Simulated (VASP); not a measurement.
# AlN: single point with PBE

Crystal: AlN.

```xyz
2
Lattice="0.0000 2.1241 2.1241 2.1241 0.0000 2.1241 2.1241 2.1241 0.0000" Properties=species:S:1:pos:R:3 pbc="T T T"
Al    0.0000    0.0000    0.0000
N     3.1862    3.1862    3.1862
```

```
Program             : VASP 6.6.1
Task                : single point
Functional          : PBE
Potentials or basis : VASP PAW PBE potentials, release 64 (Al, N)
Cutoff              : 520 eV
k mesh              : 7 × 7 × 7
Occupations         : gaussian, width 0.01 eV
Spin                : no spin polarisation
```

| Quantity | Value |
| --- | --- |
| Pressure | 25.3 GPa |
| Band gap on the k mesh | 3.68 eV, indirect (least direct gap 4.96 eV) |

Levels at points of the mesh, in eV from the valence-band top:
```
           k point  band 2  band 3  band 4  band 5  band 6  band 7
(0.00, 0.00, 0.00)    0.00    0.00    0.00    4.96   13.41   13.41
```

Run time: 2.1 s on 1 thread of Intel(R) Xeon(R) 6975P-C (Granite Rapids), on a shared host, peak memory 0.13 GiB.

A k mesh can miss the band edges. Expect the measured gap to be larger: semilocal functionals such as PBE lack the derivative discontinuity.
